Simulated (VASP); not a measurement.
Al2O3 (Al2O3 (R-3c)): single point with PBE

Al2O3 (Al2O3 (R-3c)):

```
CELL_PARAMETERS angstrom
2.40394 1.38792 4.37421
-2.40394 1.38792 4.37421
0.00000 -2.77583 4.37421
ATOMIC_POSITIONS crystal
Al 0.64789 0.64789 0.64789
Al 0.85211 0.85211 0.85211
Al 0.14789 0.14789 0.14789
Al 0.35211 0.35211 0.35211
O 0.44385 0.05615 0.75000
O 0.94385 0.25000 0.55615
O 0.05615 0.75000 0.44385
O 0.75000 0.44385 0.05615
O 0.25000 0.55615 0.94385
O 0.55615 0.94385 0.25000
```

- Program: VASP 6.6.1
- Task: single point
- Functional: PBE
- Potentials or basis: VASP PAW PBE potentials, release 64 (Al, O)
- Cutoff: 520 eV
- k mesh: 7 × 7 × 7
- Occupations: fermi-dirac, width 0.01 eV
- Spin: no spin polarisation
- Dipole correction: no
- Further INCAR settings: ALGO = Normal; EDIFF = 1e-06; NBANDS = 35

- Pressure: 0.0 GPa
- Largest force: 0.011 eV/Å
- Band gap on the k mesh: 5.85 eV, direct

Forces on the atoms (eV/Å):
```
Al   0.000  0.000 -0.011
Al   0.000  0.000  0.011
Al   0.000  0.000 -0.011
Al   0.000  0.000  0.011
O   -0.004  0.000  0.000
O   -0.002 -0.003  0.000
O    0.002  0.003  0.000
O    0.002 -0.003  0.000
O   -0.002  0.003  0.000
O    0.004  0.000  0.000
```

Levels at points of the mesh, in eV from the valence-band top:
```tsv
k point	band 21	band 22	band 23	band 24	band 25	band 26	band 27	band 28
(0.00, 0.00, 0.00)	-0.46	-0.03	-0.03	0.00	5.85	8.91	10.37	11.27
```

It took 110 s on 1 thread of Intel(R) Xeon(R) Platinum 8375C CPU @ 2.90GHz (Ice Lake), with other jobs on the host, peak memory 0.28 GiB.

A k mesh can miss the band edges. A hybrid or GW would open this gap; PBE tends to underestimate it.
